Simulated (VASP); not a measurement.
Set up this calculation in VASP 6.6.1, as the native input.

| Property | Result |
| --- | --- |
| Task | single point |
| Functional | r2SCAN |
| Potentials or basis | VASP PAW PBE potentials, release 64 (S, F, B) |
| Cutoff | 520 eV |
| k mesh | 10 × 10 × 6 |
| Occupations | fermi-dirac, width 0.0399 eV |
| Spin | no spin polarisation |
| Dipole correction | no |
| Further INCAR settings | ALGO = Normal; EDIFF = 1e-06; NBANDS = 25 |

BSF:

```
S F B
1.0
     3.25096    0.00000    0.00000
     0.00000    3.25096    0.00000
     0.00000    0.00000    5.83487
S F B
2 2 2
Direct
  0.25000 0.25000 0.64610
  0.75000 0.75000 0.35390
  0.75000 0.25000 0.00000
  0.25000 0.75000 0.00000
  0.25000 0.25000 0.22887
  0.75000 0.75000 0.77113
```

The input as run:

POSCAR

```
BSF
1.0
    3.2509600000      0.0000000000      0.0000000000
    0.0000000000      3.2509600000      0.0000000000
    0.0000000000      0.0000000000      5.8348690000
S F B
2 2 2
Direct
    0.2500000000      0.2500000000      0.6461000000
    0.7500000000      0.7500000000      0.3539000000
    0.7500000000      0.2500000000      0.0000000000
    0.2500000000      0.7500000000      0.0000000000
    0.2500000000      0.2500000000      0.2288700000
    0.7500000000      0.7500000000      0.7711300000
```

INCAR.step1

```
PREC = Accurate ; ENCUT = 520
ISMEAR = -1 ; SIGMA = 0.0399
LREAL = False ; LASPH = True
NELM = 80 ; NBANDS = 25
GGA = PE ; ALGO = Normal
EDIFF = 1E-4 ; LWAVE = True
LCHARG = False
```

INCAR.step2

```
PREC = Accurate ; ENCUT = 520
EDIFF = 1E-6 ; ISMEAR = -1
SIGMA = 0.0399 ; LREAL = False
LASPH = True ; NELM = 80
ALGO = Normal ; ISIF = 2
LWAVE = False ; LCHARG = False
METAGGA = R2SCAN ; LMIXTAU = True
NBANDS = 25 ; ISTART = 1
```

KPOINTS

```
regular mesh
0
Gamma
  10 10 6
```

Potentials or basis: VASP PAW PBE potentials, release 64 (S, F, B).

Launch:

```bash
$ cat potpaw_PBE.64/S/POTCAR potpaw_PBE.64/F/POTCAR potpaw_PBE.64/B/POTCAR > POTCAR
$ cp INCAR.step1 INCAR
$ mpirun -np 1 vasp_std > vasp.out
$ cp INCAR.step2 INCAR
$ mpirun -np 1 vasp_std > vasp.out
```

It gave:

```yaml
Pressure: -0.6 GPa
Largest_force: 1.364 eV/Å
Band_gap_on_the_k_mesh: zero (band 16 reaches 6.75 eV, above the bottom of band 17 at 5.51 eV)
```

Caveat: the PAW data sets were made with another functional, which shifts forces and pressure a little.

It took 2.6 min on 1 thread of Intel(R) Xeon(R) Platinum 8488C (Sapphire Rapids), with other jobs on the host, peak memory 0.24 GiB.
